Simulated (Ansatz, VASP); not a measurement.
**MgS: VASP beside Ansatz**

```
Mg S
1.0
     0.05203    2.62767    2.62767
     2.62767    0.05203    2.62767
     2.62767    2.62767    0.05203
Mg S
1 1
Direct
  0.00000 0.00000 0.00000
  0.50000 0.50000 0.50000
```

Change from the starting cell: equal xy, yz and zx shear strains of +2 %.

Alike in both runs: task single point; functional PBE; k mesh 8 × 8 × 8; occupations fermi-dirac, width 0.01 eV; no spin polarisation.

|  | VASP | Ansatz |
| --- | --- | --- |
| version | VASP 6.6.1 | Ansatz 0.2.0 |
| potentials or method | VASP PAW PBE potentials, release 64 (Mg, S), cutoff 520 eV | all-electron LAPW, scalar-relativistic |

|  | VASP | Ansatz | Ansatz less VASP |
| --- | --- | --- | --- |
| gap on the k mesh at the Fermi level (eV) | 2.67 | 2.68 | +0.011 |
| pressure (GPa) | 0.9 | 1.2 | +0.29 |
| traceless stress, the component that is largest in VASP (GPa) | -1.13 | -1.13 | +0.001 |

Ansatz ran all-electron here, and VASP with PAW potentials.
